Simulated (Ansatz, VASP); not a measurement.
## Bi2Te3 in VASP and in Ansatz

File INCAR:

```
SYSTEM = Bi2Te3
PREC = Accurate
ENCUT = 520
EDIFF = 1E-6
ISMEAR = -1
SIGMA = 0.01
LREAL = .FALSE.
LASPH = .TRUE.
NELM = 60
ALGO = Normal
ISIF = 2
LWAVE = .FALSE.
LCHARG = .FALSE.
GGA = PE
NBANDS = 32
```

The input KPOINTS:

```
regular mesh
0
G
  6 6 6
  0 0 0
```

The input POSCAR:

```
Bi2Te3
1.0
    2.1930000000      1.2661290000     10.1656670000
   -2.1930000000      1.2661290000     10.1656670000
    0.0000000000     -2.5322580000     10.1656670000
Bi Te
2 3
Direct
    0.4000000000      0.4000000000      0.4000000000
    0.6227998176      0.5772001824      0.6000000000
    0.0000000000      0.0000000000      0.0000000000
    0.2095000000      0.2095000000      0.2095000000
    0.7905000000      0.7905000000      0.7905000000
```

Input for Ansatz:

```yaml
crystal:
  lattice:
    - [2.193, 1.266129, 10.165667]
    - [-2.193, 1.266129, 10.165667]
    - [0.0, -2.532258, 10.165667]
  atoms:
    - { symbol: Bi, position: [0.4, 0.4, 0.4] }
    - { symbol: Bi, position: [0.6227998176014592, 0.5772001823985408, 0.6] }
    - { symbol: Te, position: [0.0, 0.0, 0.0] }
    - { symbol: Te, position: [0.2095, 0.2095, 0.20950000000000002] }
    - { symbol: Te, position: [0.7905, 0.7905, 0.7905] }
basis:
  ecutwfc: 510.0
kpoints:
  mp_grid:
    grid: [6, 6, 6]
hamiltonian:
  xc: pbe
scf:
  convergence:
    dr2_threshold: 1.0e-10
  occupations:
    method: fermi_dirac
    width: 0.01
output:
  forces: true
```

Alike in both runs: task single point; functional PBE; k mesh 6 × 6 × 6; occupations fermi-dirac, width 0.01 eV; no spin polarisation.

|  | VASP | Ansatz |
| --- | --- | --- |
| version | VASP 6.6.1 | Ansatz 0.2.0 |
| potentials or method | VASP PAW PBE potentials, release 64 (Bi_d, Te), cutoff 520 eV | plane waves, PAW |
| valence electrons in the cell | 48 | 78 |

|  | VASP | Ansatz | Ansatz less VASP |
| --- | --- | --- | --- |
| rms of the force components (eV/Å) | 0.096 | 0.096 | -0.0003 |

Atom by atom the forces differ by 0.006 eV/Å (rms over components). The functional is the same, so the differences come from potentials, cutoffs and numerics. VASP's potentials hold 48 valence electrons a cell and Ansatz's 78, so a difference there can come from the potentials and not from the codes.

Neither program's run includes spin-orbit coupling.
